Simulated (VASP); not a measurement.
# Si (a cell with a defect) in VASP: settings compared

Aim: see how the results for Si (a cell with a defect) move with the level of theory and the settings. Levels: PBEsol, r2SCAN. Tasks: single point.

Program: VASP 6.6.1. These are calculated values, not measurements. Logs are shortened: lines on timing, memory, paths and dates and some standing lists are left out, and cuts for length are marked.

### Step 1. The cell of the first run

The cell holds a defect, 62 atoms: a = 10.866 Å, b = 10.866 Å, c = 10.866 Å, α = 90.00°, β = 90.00°, γ = 90.00°.

### Step 2. Single point, PBEsol

The input, INCAR:

```
PREC = Accurate
ENCUT = 400
EDIFF = 1E-6
ISMEAR = -1
SIGMA = 0.05
LREAL = Auto
LASPH = True
NELM = 120
ALGO = Normal
ISIF = 2
LWAVE = False
LCHARG = False
GGA = PS
NBANDS = 161
NELECT = 246.0
ISYM = -1
GGA_COMPAT = False
```

The input, KPOINTS:

```
explicit points
1
Reciprocal
  0.25000000   0.25000000   0.25000000 1
```

The input, POSCAR:

```
Si
1.0
   10.8655790000      0.0000000000      0.0000000000
    0.0000000000     10.8655790000      0.0000000000
    0.0000000000      0.0000000000     10.8655790000
Si
62
Direct
    0.0003210000      0.0001690000      0.0002440000
    0.9997910000      0.9997140000      0.4996530000
    0.9999990000      0.4996240000      0.9997490000
    0.0004470000      0.4997990000      0.4996220000
    0.4997350000      0.9997230000      0.9994960000
    0.4995520000      0.0005650000      0.4994310000
    0.4997040000      0.4998020000      0.0002500000
    0.1246070000      0.1245710000      0.1244120000
    0.1253090000      0.1249900000      0.6250000000
    0.1251840000      0.6252230000      0.1250610000
    0.1244190000      0.6250810000      0.6251670000
    0.6251430000      0.1248950000      0.1250420000
    0.6251830000      0.1242000000      0.6251240000
    0.6251070000      0.6249970000      0.1244230000
    0.2487990000      0.2487070000      0.9970090000
    0.2488160000      0.2488630000      0.4952480000
    0.2532600000      0.7492010000      0.9980350000
    0.2545230000      0.7440470000      0.5013100000
    0.7494570000      0.2528640000      0.9984370000
    0.7439290000      0.2543620000      0.5012720000
    0.7516480000      0.7517330000      0.0032400000
    0.7481910000      0.7489150000      0.5126810000
    0.3731400000      0.3732040000      0.1214580000
    0.3764730000      0.3764320000      0.6117290000
    0.3755020000      0.8717790000      0.1263640000
    0.3811070000      0.8702660000      0.6234980000
    0.8718220000      0.3755790000      0.1265450000
    0.8704690000      0.3806580000      0.6233750000
    0.8761600000      0.8760690000      0.1276620000
    0.8760140000      0.8761020000      0.6294360000
    0.2486310000      0.9970710000      0.2485200000
    0.2531190000      0.9982350000      0.7493170000
    0.2486790000      0.4951770000      0.2487040000
    0.2550860000      0.5012070000      0.7434350000
    0.7493390000      0.9981230000      0.2530440000
    0.7519190000      0.0032350000      0.7518550000
    0.7437970000      0.5012800000      0.2548750000
    0.7501840000      0.5105790000      0.7500670000
    0.3728800000      0.1216680000      0.3728640000
    0.3755960000      0.1266910000      0.8715780000
    0.3752980000      0.6131730000      0.3757010000
    0.3814650000      0.6237500000      0.8695010000
    0.8719000000      0.1264250000      0.3753580000
    0.8763080000      0.1276710000      0.8761620000
    0.8696540000      0.6237550000      0.3814780000
    0.8763140000      0.6297430000      0.8762890000
    0.9971800000      0.2486620000      0.2485210000
    0.9986190000      0.2528480000      0.7493620000
    0.9981170000      0.7491800000      0.2531630000
    0.0032890000      0.7518000000      0.7516330000
    0.4952280000      0.2486160000      0.2485020000
    0.5011750000      0.2548000000      0.7432830000
    0.5012450000      0.7438470000      0.2546800000
    0.5127590000      0.7489570000      0.7480430000
    0.1214990000      0.3730300000      0.3729780000
    0.1269120000      0.3756300000      0.8715450000
    0.1264240000      0.8718200000      0.3753410000
    0.1277680000      0.8760700000      0.8760930000
    0.6132250000      0.3751560000      0.3756350000
    0.6233830000      0.3805700000      0.8702470000
    0.6235250000      0.8700960000      0.3810560000
    0.6295100000      0.8760050000      0.8759010000
```

Potentials or basis: VASP PAW PBE potentials, release 64 (Si).

Started as:

```bash
$ cat potpaw_PBE.64/Si/POTCAR > POTCAR
$ mpirun -np 1 vasp_std > vasp.out
```

OUTCAR:

```text
PREC = Accurate
   ENCUT = 400
   EDIFF = 1E-6
   ISMEAR = -1
   LREAL = Auto
   LASPH = True
   NELM = 120
   ISIF = 2
   GGA = PS
   NELECT = 246.0
   ISYM = -1

 ion  position               nearest neighbor table
   1  0.000  0.000  0.000-   8 2.34  44 2.36  29 2.36  58 2.36
   2  1.000  1.000  0.500-   9 2.36  30 2.37  57 2.38  43 2.38
   3  1.000  0.500  1.000-  10 2.36  46 2.37  27 2.38  56 2.38
   4  0.000  0.500  0.500-  28 2.34  45 2.34  55 2.35  11 2.35
   5  0.500  1.000  0.999-  12 2.36  62 2.37  40 2.38  25 2.38
   6  0.500  0.001  0.499-  26 2.34  61 2.34  39 2.35  13 2.35
[... 13 lines left out ...]
  20  0.744  0.254  0.501-  13 2.34  28 2.35  59 2.37  43 2.40
  21  0.752  0.752  0.003-  29 2.34  46 2.34  62 2.34  14 2.35
  22  0.748  0.749  0.513-  30 2.33  61 2.37  45 2.37
  23  0.373  0.373  0.121-  15 2.34  33 2.34  51 2.34   7 2.35
  24  0.376  0.376  0.612-  16 2.33  34 2.37  52 2.37
  25  0.376  0.872  0.126-  17 2.34  31 2.35   5 2.38  53 2.40
  26  0.381  0.870  0.623-   6 2.34  18 2.35  54 2.37  32 2.40
  27  0.872  0.376  0.127-  19 2.34  47 2.35   3 2.38  37 2.40
  28  0.870  0.381  0.623-   4 2.34  20 2.35  38 2.37  48 2.40
  29  0.876  0.876  0.128-  21 2.34  35 2.35  49 2.35   1 2.36
  30  0.876  0.876  0.629-  22 2.33  36 2.34  50 2.35   2 2.37
  31  0.249  0.997  0.249-  39 2.34  57 2.35  25 2.35   8 2.36
  32  0.253  0.998  0.749-  40 2.34  58 2.35   9 2.38  26 2.40
  33  0.249  0.495  0.249-  41 2.33  55 2.34  23 2.34  10 2.37
  34  0.255  0.501  0.743-  11 2.34  42 2.35  24 2.37  56 2.40
  35  0.749  0.998  0.253-  43 2.34  29 2.35  12 2.38  61 2.40
  36  0.752  0.003  0.752-  44 2.34  30 2.34  62 2.34  13 2.35
  37  0.744  0.501  0.255-  14 2.34  45 2.35  59 2.37  27 2.40
  38  0.750  0.511  0.750-  46 2.33  28 2.37  60 2.37
  39  0.373  0.122  0.373-  31 2.34  16 2.34  51 2.34   6 2.35
  40  0.376  0.127  0.872-  32 2.34  15 2.35   5 2.38  52 2.40
  41  0.375  0.613  0.376-  33 2.33  18 2.37  53 2.37
  42  0.381  0.624  0.870-   7 2.34  34 2.35  54 2.37  17 2.40
  43  0.872  0.126  0.375-  35 2.34  47 2.35   2 2.38  20 2.40
  44  0.876  0.128  0.876-  36 2.34  48 2.35  19 2.35   1 2.36
  45  0.870  0.624  0.381-   4 2.34  37 2.35  22 2.37  49 2.40
  46  0.876  0.630  0.876-  38 2.33  21 2.34  50 2.34   3 2.37
  47  0.997  0.249  0.249-  55 2.34  27 2.35  43 2.35   8 2.36
  48  0.999  0.253  0.749-  56 2.34  44 2.35   9 2.38  28 2.40
  49  0.998  0.749  0.253-  57 2.34  29 2.35  10 2.38  45 2.40
  50  0.003  0.752  0.752-  58 2.34  46 2.34  30 2.35  11 2.35
  51  0.495  0.249  0.249-  59 2.33  39 2.34  23 2.34  12 2.37
  52  0.501  0.255  0.743-  13 2.34  60 2.35  24 2.37  40 2.40
  53  0.501  0.744  0.255-  14 2.34  61 2.35  41 2.37  25 2.40
  54  0.513  0.749  0.748-  62 2.33  26 2.37  42 2.37
  55  0.121  0.373  0.373-  47 2.34  33 2.34  16 2.34   4 2.35
  56  0.127  0.376  0.872-  48 2.34  15 2.35   3 2.38  34 2.40
  57  0.126  0.872  0.375-  49 2.34  31 2.35   2 2.38  18 2.40
  58  0.128  0.876  0.876-  50 2.34  32 2.35  17 2.35   1 2.36
  59  0.613  0.375  0.376-  51 2.33  20 2.37  37 2.37
  60  0.623  0.381  0.870-   7 2.34  52 2.35  38 2.37  19 2.40
  61  0.624  0.870  0.381-   6 2.34  53 2.35  22 2.37  35 2.40
  62  0.630  0.876  0.876-  54 2.33  36 2.34  21 2.34   5 2.37

IMPORTANT INFORMATION: All symmetrisations will be switched off!
NOSYMM: (Re-)initialisation of all symmetry stuff for point group C_1.

----------------------------------------------------------------------------------------

                                     Primitive cell

  volume of cell :    1282.7990

  direct lattice vectors                    reciprocal lattice vectors
    10.865579000  0.000000000  0.000000000     0.092033752  0.000000000  0.000000000
     0.000000000 10.865579000  0.000000000     0.000000000  0.092033752  0.000000000
     0.000000000  0.000000000 10.865579000     0.000000000  0.000000000  0.092033752

  length of vectors
    10.865579000 10.865579000 10.865579000     0.092033752  0.092033752  0.092033752

[... 48 lines left out ...]
   TEBEG  =    0.0;   TEEND  =   0.0 temperature during run
   PSTRESS=    0.0 pullay stress
   NELECT =     246.0000    total number of electrons
   NUPDOWN=      -1.0000    fix difference up-down
   EMIN   =  10.00;   EMAX   =-10.00  energy-range for DOS
   EFERMI =   0.00;   METHOD = LEGACY
   ISMEAR =    -1;   SIGMA  =   0.05  broadening in eV -4-tet -1-fermi 0-gaus
   EFERMI_NEDOS =   21; number of points for ismear=-14 and -15
   IALGO  =     38    algorithm
   IMIX   =      4    mixing-type and parameters
     AMIX     =   0.40;   BMIX     =  1.00
     AMIX_MAG =   1.60;   BMIX_MAG =  1.00
  volume/ion in A,a.u.               =      20.69       139.63
  Fermi-wavevector in a.u.,A,eV,Ry     =   0.944062  1.784018 12.126223  0.891252
  Thomas-Fermi vector in A             =   2.071830
   LORBIT       =      0    0 simple, 1 ext, 2 COOP (PROOUT), +10 PAW based schemes
   GGA     = PS    functional components
   LHFCALC =     F    Hartree Fock is set to
   AEXX    =    0.0000 exact exchange contribution
   IVDW    =     0    specifies the selected vdW correction
   LEPSILON=     F    determine dielectric tensor
   LRPA    =     F    only Hartree local field effects (RPA)
 non-spin polarized calculation
  energy-cutoff  :      400.00
  volume of cell :     1282.80
 maximum number of plane-waves:     23294
 NGX is ok and might be reduce to    70
   NGX = 35   NGY = 35   NGZ = 35

 number of electron     245.9999983 magnetization

 Free energy of the ion-electron system (eV)
  ---------------------------------------------------
  ext. energy  EPLUGINS =         0.00000000
  ---------------------------------------------------
  free energy    TOTEN  =      -362.59436088 eV

  energy without entropy =     -362.59418570  energy(sigma->0) =     -362.59427329

 E-fermi :   5.3767     XC(G=0):  -9.3947

 val. band max:        4.8652740754   @ k =   0.2500   0.2500   0.2500
 cond. band min:       5.8861099063   @ k =   0.2500   0.2500   0.2500
 fundamental gap:      1.0208358310
 Fermi energy:         5.3767123783

 k-point     1 :       0.2500    0.2500    0.2500
  band No.  band energies     occupation
      1      -6.2100      2.00000
      2      -5.7108      2.00000
      3      -5.7087      2.00000
      4      -5.6128      2.00000
      5      -5.2029      2.00000
      6      -5.2009      2.00000
[... 127 lines left out ...]
    134       7.1000      0.00000
    135       7.2595      0.00000
 [bands above 135 left out]

------------------------ aborting loop because EDIFF is reached ----------------------------------------

  FORCE on cell =-STRESS in cart. coord.  units (eV):
  Direction    XX          YY          ZZ          XY          YZ          ZX
  --------------------------------------------------------------------------------------
  -------------------------------------------------------------------------------------
  Total      -27.9505269    -27.7637326    -28.0680450      0.4563419      0.5892445      0.7104343
  in kB      -34.9093659    -34.6760655    -35.0561425      0.5699572      0.7359486      0.8873111
  external PRESSURE =     -34.8805246 kB  Pullay stress =       0.0000000 kB

 VOLUME and BASIS-vectors are now :
 -----------------------------------------------------------------------------
  energy-cutoff  :      400.00
  volume of cell :     1282.80
      direct lattice vectors                 reciprocal lattice vectors
    10.865579000  0.000000000  0.000000000     0.092033752  0.000000000  0.000000000
     0.000000000 10.865579000  0.000000000     0.000000000  0.092033752  0.000000000
     0.000000000  0.000000000 10.865579000     0.000000000  0.000000000  0.092033752

 POSITION                                       TOTAL-FORCE (eV/Angst)
 -----------------------------------------------------------------------------------
      0.00349      0.00184      0.00265         0.003491     -0.002003      0.000659
     10.86331     10.86247      5.42902        -0.001941      0.001446      0.003054
     10.86557      5.42870     10.86285         0.000113      0.001647     -0.003136
      0.00486      5.43061      5.42868         0.005207     -0.003085     -0.005697
      5.42991     10.86257     10.86010        -0.002111      0.001180      0.002501
      5.42792      0.00614      5.42661         0.002785      0.009143      0.001745
[... 54 lines left out ...]
      6.77496      9.45410      4.14039         0.003002      0.001901      0.000484
      6.83999      9.51830      9.51717         0.005465      0.000385      0.000051
 -----------------------------------------------------------------------------------
    total drift:                               -0.002204     -0.000069     -0.006837

  FREE ENERGIE OF THE ION-ELECTRON SYSTEM (eV)
  ---------------------------------------------------
  free  energy   TOTEN  =      -362.5943608843 eV

  energy  without entropy=     -362.5941857012  energy(sigma->0) =     -362.59427329
```

It took 4.1 min on 1 thread of Intel Xeon Platinum 8259CL at 2.50GHz (Skylake/Cascade Lake), shared host; peak memory 0.74 GiB.

Results:

```yaml
Free_energy: -362.5944 eV
Largest_force: 0.019 eV/Å
```

Forces on the atoms (eV/Å):
```
Si   0.003 -0.002  0.001
Si  -0.002  0.001  0.003
Si   0.000  0.002 -0.003
Si   0.005 -0.003 -0.006
Si  -0.002  0.001  0.003
Si   0.003  0.009  0.002
Si  -0.002 -0.001  0.003
Si   0.002  0.000 -0.004
Si  -0.003  0.001  0.000
Si  -0.002 -0.003  0.001
Si  -0.005  0.005 -0.001
Si   0.003 -0.004 -0.002
Si   0.000 -0.013  0.001
Si   0.002  0.008 -0.007
Si  -0.002  0.000  0.009
Si  -0.003  0.002 -0.002
Si   0.000  0.001 -0.003
Si   0.001 -0.001  0.001
Si  -0.001  0.000 -0.004
Si   0.006  0.002  0.000
Si  -0.003  0.003  0.005
Si   0.002  0.000  0.006
Si  -0.003 -0.004 -0.002
Si   0.000 -0.002  0.007
Si   0.000  0.004  0.000
Si   0.000 -0.005  0.000
Si   0.002 -0.001 -0.001
Si   0.005 -0.007  0.001
Si   0.003 -0.002 -0.005
Si   0.003 -0.003 -0.002
Si   0.000  0.005 -0.003
Si   0.000  0.002  0.003
Si   0.000  0.003 -0.005
Si   0.010 -0.002 -0.006
Si  -0.002  0.002 -0.001
Si  -0.005  0.000 -0.001
Si   0.000 -0.004  0.001
Si  -0.012  0.013 -0.007
Si   0.002 -0.003  0.000
Si  -0.001 -0.003 -0.001
Si   0.007  0.000 -0.002
Si   0.003  0.002  0.000
Si   0.004  0.001 -0.004
Si   0.000 -0.001  0.002
Si   0.005  0.001 -0.001
Si   0.010 -0.005  0.003
Si  -0.001 -0.004  0.003
Si   0.001  0.002  0.001
Si  -0.005  0.001 -0.004
Si  -0.005  0.001  0.001
Si  -0.001  0.002  0.002
Si  -0.006  0.006 -0.001
Si  -0.003 -0.009  0.003
Si  -0.003 -0.004  0.003
Si   0.000  0.001  0.005
Si  -0.008 -0.006  0.005
Si   0.002  0.000  0.000
Si  -0.005  0.004  0.003
Si  -0.011  0.007  0.000
Si   0.005 -0.002  0.001
Si   0.003  0.002  0.000
Si   0.005  0.000  0.000
```

Caveat: the cell carries a net charge on a neutralising background, which shifts energy and pressure; the cell is charged against a uniform background, so pressure and absolute levels hang on convention; the PAW data sets were made with another functional, which shifts forces and pressure a little.

(Continued in part 2 of 2.)
